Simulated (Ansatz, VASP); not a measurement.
**AlCu6 in VASP and in Ansatz**

```
Al Cu
1.0
     0.00000    3.61003    3.61003
     3.61003    0.00000    3.61003
     3.61003    3.61003    0.00000
Al Cu
1 6
Cartesian
  3.6100 3.6100 3.6100
  0.0000 1.8050 1.8050
  3.6100 1.8050 1.8050
  1.8050 0.0000 1.8050
  1.8050 3.6100 1.8050
  1.8050 1.8050 0.0000
  1.8050 1.8050 3.6100
```

Alike in both runs: functional PBE; k mesh 4 × 4 × 4; occupations gaussian, width 0.2 eV; no spin polarisation.

Ansatz relaxed the structure, and its values are those at the end. VASP's run is a single point on that final structure, the one shown.

|  | VASP | Ansatz |
| --- | --- | --- |
| version | VASP 6.6.1 | Ansatz 0.2.0 |
| potentials or method | VASP PAW PBE potentials, release 64 (Al, Cu), cutoff 520 eV | scalar-relativistic, plane waves, PAW |
| valence electrons in the cell | 69 | 117 |

|  | VASP | Ansatz | Ansatz less VASP |
| --- | --- | --- | --- |
| gap on the k mesh at the Fermi level (eV) | none | none | - |
| pressure (GPa) | 0.6 | 0.1 | -0.52 |

A gap of «none» marks a metal or a gap that the smearing closes. VASP's potentials hold 69 valence electrons a cell and Ansatz's 117, so a difference there can come from the potentials and not from the codes.

The k mesh is coarse, so the values compare programs but aren't converged.
